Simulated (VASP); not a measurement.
Set up this calculation in VASP 6.6.1, as the native input.

- Task: single point
- Functional: BLYP
- Potentials or basis: VASP PAW PBE potentials, release 64 (Sr_sv, Te)
- Cutoff: 500 eV
- k mesh: 6 × 6 × 6
- Occupations: gaussian, width 0.05 eV
- Spin: no spin polarisation
- Dipole correction: no
- Further INCAR settings: ALGO = Normal; EDIFF = 1e-06; NBANDS = 15

The structure of SrTe lies in POSCAR:

```
SrTe
1.0
    0.0000000000      3.4402149852      3.4402149852
    3.4402149852      0.0000000000      3.4402149852
    3.4402149852      3.4402149852      0.0000000000
Sr Te
1 1
Direct
    0.5000000000      0.5000000000      0.5000000000
    0.0000000000      0.0000000000      0.0000000000
```

These files were run (other wordings do the same):

INCAR

```
SYSTEM = SrTe
PREC     = Accurate       ! precision mode
ENCUT    = 500            ! plane-wave cutoff, eV
EDIFF    = 1E-6           ! SCF threshold, eV
ISMEAR   = 0              ! smearing method
SIGMA    = 0.05           ! smearing width, eV
LREAL    = .False.        ! projectors in reciprocal space
LASPH    = .True.         ! aspherical terms in the spheres
NELM     = 120            ! most SCF steps
ALGO     = Normal         ! electronic algorithm
ISIF     = 2              ! what is computed and relaxed
LWAVE    = .False.        ! write WAVECAR
LCHARG   = .False.        ! write CHGCAR
GGA      = B5             ! functional
ALDAX    = 1.0          
AGGAX    = 1.0          
AGGAC    = 1.0          
ALDAC    = 0.0          
NBANDS   = 15             ! bands
GGA_COMPAT= .False.
```

KPOINTS

```
regular mesh
0
Gamma
  6 6 6
  0 0 0
```

Potentials or basis: VASP PAW PBE potentials, release 64 (Sr_sv, Te).

Launch:

```console
$ cat potpaw_PBE.64/Sr_sv/POTCAR potpaw_PBE.64/Te/POTCAR > POTCAR
$ mpirun -np 1 vasp_std > vasp.out
```

Results of the run:

| Item | Value |
| --- | --- |
| Pressure | -0.4 GPa |
| Band gap on the k mesh | 2.04 eV (least direct gap 2.63 eV) |

Caveat: the PAW data sets were made with another functional, which shifts forces and pressure a little; spin-orbit coupling is left out, which moves the levels of the heavy elements.

Wall time 47 s on 1 thread of Intel Xeon 8259CL, with other jobs on the host, peak memory 0.21 GiB.
